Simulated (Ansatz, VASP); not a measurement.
## CuAu3: VASP beside Ansatz

INCAR

```
SYSTEM = CuAu3
  PREC = Accurate
  ENCUT = 520
  EDIFF = 1E-8
  ISMEAR = -1
  SIGMA = 0.15
  LREAL = .False.
  LASPH = .True.
  NELM = 80
  ALGO = Normal
  ISIF = 2
  LWAVE = .False.
  LCHARG = .False.
  GGA = CA
  LEFG = .True.
  NBANDS = 30
```

Contents of KPOINTS:

```
Automatic mesh
0
Gamma
  10 10 10
  0 0 0
```

Contents of POSCAR:

```
CuAu3
1.0
    3.9379714458      0.0000000000      0.0000000000
    0.0000000000      3.9379714458      0.0000000000
    0.0000000000      0.0000000000      3.9379714458
Cu Au
1 3
Direct
    0.0000000000      0.0000000000      0.0000000000
    0.0000000000      0.5000000000      0.5000000000
    0.5000000000      0.0000000000      0.5000000000
    0.5000000000      0.5000000000      0.0000000000
```

Input for Ansatz:

```yaml
crystal:
  lattice:
    - [3.9379714458, 0.0, 0.0]
    - [0.0, 3.9379714458, 0.0]
    - [0.0, 0.0, 3.9379714458]
  atoms:
    - { symbol: Cu, position: [0.0, 0.0, 0.0] }
    - { symbol: Au, position: [0.0, 0.5, 0.5] }
    - { symbol: Au, position: [0.5, 0.0, 0.5] }
    - { symbol: Au, position: [0.5, 0.5, 0.0] }
basis:
  ecutwfc: 420
kpoints:
  mp_grid: { grid: [10, 10, 10] }
hamiltonian:
  xc: lda
scf:
  occupations: { method: fermi_dirac, width: 0.15 }
output:
  forces: true
  stress: true
  eigenvalues: true
  efg: {}
checkpoint:
  read: start.run
  write: ck
  compress: false
  write_wavefunctions: false
  write_every: 100000
```

Alike in both runs: task electric field gradients; functional LDA; k mesh 10 × 10 × 10; occupations fermi-dirac, width 0.15 eV; no spin polarisation.

|  | VASP | Ansatz |
| --- | --- | --- |
| version | VASP 6.6.1 | Ansatz 0.2.0 |
| potentials or method | VASP PAW LDA potentials, release 64 (Cu, Au), cutoff 520 eV | scalar-relativistic, plane waves, PAW |
| valence electrons in the cell | 44 | 76 |

Ansatz gave:

```
gap on the k mesh at the Fermi level (eV)            : none
pressure (GPa)                                       : 0.0
size of Vzz on the site where it differs most (V/Å²) : 51.8
```

Problem. What did VASP give for the same quantities?

Solution. gap on the k mesh at the Fermi level (eV): none; pressure (GPa): 0.5; size of Vzz on the site where it differs most (V/Å²): 83.4.

LDA's correlation is that of Perdew and Zunger in VASP and of Perdew and Wang (1992) in Ansatz. A gap of «none» marks a metal or a gap that the smearing closes. VASP's potentials hold 44 valence electrons a cell and Ansatz's 76, so a difference there can come from the potentials and not from the codes.

Neither program's run includes spin-orbit coupling.
